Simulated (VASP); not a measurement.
Input of a VASP 6.6.1 run:

Contents of INCAR:

```
SYSTEM = HfO2
PREC = Accurate
ENCUT = 520
EDIFF = 1E-6
ISMEAR = 0
SIGMA = 0.05
LREAL = .False.
LASPH = .True.
NELM = 60
ALGO = Normal
ISIF = 2
LWAVE = .False.
LCHARG = .False.
LDIPOL = .True.
IDIPOL = 3
DIPOL = 0.5 0.5 0.500
GGA = PE
NBANDS = 56
```

KPOINTS

```
regular mesh
0
Gamma
  9 9 1
  0 0 0
```

Contents of POSCAR:

```
HfO2
1.0
    3.6045556750      0.0000000000      0.0000000000
   -1.8022778375      3.1216367839      0.0000000000
    0.0000000000      0.0000000000     25.3008758455
O Hf
8 4
Direct
    0.0000000000      0.0000000000      0.2964324257
    0.3333333333      0.6666666667      0.3545945898
    0.6666666667      0.3333333333      0.4127567539
    0.0000000000      0.0000000000      0.4709189180
    0.3333333333      0.6666666667      0.5290810820
    0.6666666667      0.3333333333      0.5872432461
    0.0000000000      0.0000000000      0.6454054102
    0.3333333333      0.6666666667      0.7035675743
    0.6666666667      0.3333333333      0.3255135078
    0.3333333333      0.6666666667      0.4418378359
    0.0000000000      0.0000000000      0.5581621641
    0.6666666667      0.3333333333      0.6744864922
```

Potentials or basis: VASP PAW PBE potentials, release 64 (O, Hf_pv).

Command:

```bash
$ cat potpaw_PBE.64/O/POTCAR potpaw_PBE.64/Hf_pv/POTCAR > POTCAR
$ mpirun -np 1 vasp_std > vasp.out
```

Question: Estimate the band gap on the k mesh.

Answer: 4.06 eV, direct.

Question: What does it give for the largest force?

Answer: 1.064 eV/Å.

Forces in eV/Å, atoms in the order of the input:
```
O    0.000  0.000 -0.494
O    0.000  0.000  0.323
O    0.000  0.000 -0.402
O    0.000  0.000 -0.019
O    0.000  0.000  0.019
O    0.000  0.000  0.402
O    0.000  0.000 -0.323
O    0.000  0.000  0.494
Hf   0.000  0.000  1.064
Hf   0.000  0.000 -0.296
Hf   0.000  0.000  0.296
Hf   0.000  0.000 -1.064
```

Caveat: spin-orbit coupling is left out, which moves the levels of the heavy elements.
